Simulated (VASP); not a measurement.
Input of a VASP 6.6.1 run:

Contents of INCAR:

```
PREC = Accurate
ENCUT = 600
EDIFF = 1E-6
ISMEAR = -1
SIGMA = 0.08
LREAL = False
LASPH = True
NELM = 60
ALGO = Normal
ISIF = 3
LWAVE = False
LCHARG = False
GGA = PE
IBRION = 2
NSW = 32
EDIFFG = -0.005
PSTRESS = 1500.0
```

Contents of KPOINTS:

```
Automatic mesh
0
Gamma
  17 17 15
```

File POSCAR:

```
WC
1.0
    2.6821778437      0.0000000000      0.0000000000
   -1.3410889219      2.3228341501      0.0000000000
    0.0000000000      0.0000000000      2.6618558474
W C
1 1
Direct
    0.0000000000      0.0000000000      0.0000000000
    0.3333333333      0.6666666667      0.5000000000
```

Potentials or basis: VASP PAW PBE potentials, release 64 (W_sv, C).

The run is started by

```bash
$ cat potpaw_PBE.64/W_sv/POTCAR potpaw_PBE.64/C/POTCAR > POTCAR
$ mpirun -np 1 vasp_std > vasp.out
```

Question: Predict the space group after relaxing (to 0.1 Å).

Answer: P-6m2 (No. 187).

Question: What does it give for the band gap on the k mesh?

Answer: Zero (bands 9 and 10 overlap by 1.72 eV).

Question: What does it give for the relaxed volume?

Answer: 8.32 Å³/atom.

Question: Estimate the relaxed cell.

Answer: a = 2.685 Å, b = 2.685 Å, c = 2.665 Å, α = 90.00°, β = 90.00°, γ = 120.00°.

Step by step:
| step | energy change (eV) | largest force (eV/Å) | pressure (GPa) | volume (Å³) |
| --- | --- | --- | --- | --- |
| 1 | 0.0000 | 0.0000 | 153.31 | 16.58 |
| 2 | -0.3671 | 0.0000 | 130.61 | 17.00 |
| 3 | -0.0552 | 0.0000 | 149.99 | 16.64 |

Caveat: the cell is relaxed towards a set pressure, so the run minimises the enthalpy, not the energy; spin-orbit coupling is left out, which moves the levels of the heavy elements.
